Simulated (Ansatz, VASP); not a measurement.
Mo in VASP and in Ansatz

```
Mo
1.0
     2.66200    0.00000    0.00000
    -1.33100    2.30536    0.00000
     0.00000    0.00000    4.62116
Mo
2
Direct
  0.33333 0.66667 0.25000
  0.66667 0.33333 0.75000
```

Change from the starting cell: volume scaled by 0.88, LAPW.

Alike in both runs: task single point; functional PBE; k mesh 15 × 15 × 8; occupations fermi-dirac, width 0.08 eV; no spin polarisation.

|  | VASP | Ansatz |
| --- | --- | --- |
| version | VASP 6.6.1 | Ansatz 0.2.0 |
| potentials or method | VASP PAW PBE potentials, release 64 (Mo_sv), cutoff 520 eV | all-electron LAPW, scalar-relativistic |

```tsv
	VASP	Ansatz	Ansatz less VASP
pressure (GPa)	39.6	38.8	-0.77
traceless stress, the component that is largest in VASP (GPa)	-0.13	-0.01	+0.119
```

Both programs put the cell under a high pressure, so it lies far from rest at this level. Ansatz ran all-electron here, and VASP with PAW potentials.
